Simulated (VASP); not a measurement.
**NaCl: G0W0 quasiparticle levels with PBE**

Crystal: NaCl.

```xyz
2
Lattice="0.0000 2.7186 2.8393 2.7186 0.0000 2.8393 2.7186 2.7186 0.0000" Properties=species:S:1:pos:R:3 pbc="T T T"
Na    0.0000    0.0000    0.0000
Cl    2.7186    2.7186    2.8393
```

| Item | Value |
| --- | --- |
| Program | VASP 6.6.1 |
| Task | G0W0 quasiparticle levels |
| Functional | PBE |
| Potentials or basis | VASP PAW PBE potentials, release 64 (Na_sv_GW, Cl_GW) |
| Cutoff | 500 eV |
| k mesh | 4 × 4 × 4 |
| Occupations | gaussian, width 0.01 eV |
| Spin | no spin polarisation |
| Dipole correction | no |
| GW scheme | G0W0 |
| GW iterations | 1 |
| Cutoff of the response function | 150 |
| Frequency points | 96 |
| Empty bands | 175 |
| Further INCAR settings | ALGO = EVGW0; EDIFF = 1e-08; NBANDS = 183 |

The quasiparticle gap is 8.23 eV. The least direct quasiparticle gap is 8.23 eV. The band gap of the starting levels on the mesh is 5.37 eV. The least direct gap of the starting levels on the mesh is 5.37 eV.

Wall time 3.7 min on 1 thread of Intel(R) Xeon(R) Platinum 8559C (Emerald Rapids), with other jobs on the host, peak memory 0.49 GiB.

Caveat: the k points lie up to 0.49 Å⁻¹ apart; bands, screening cutoff and mesh are small and nothing is extrapolated, so the quasiparticle values aren't converged.
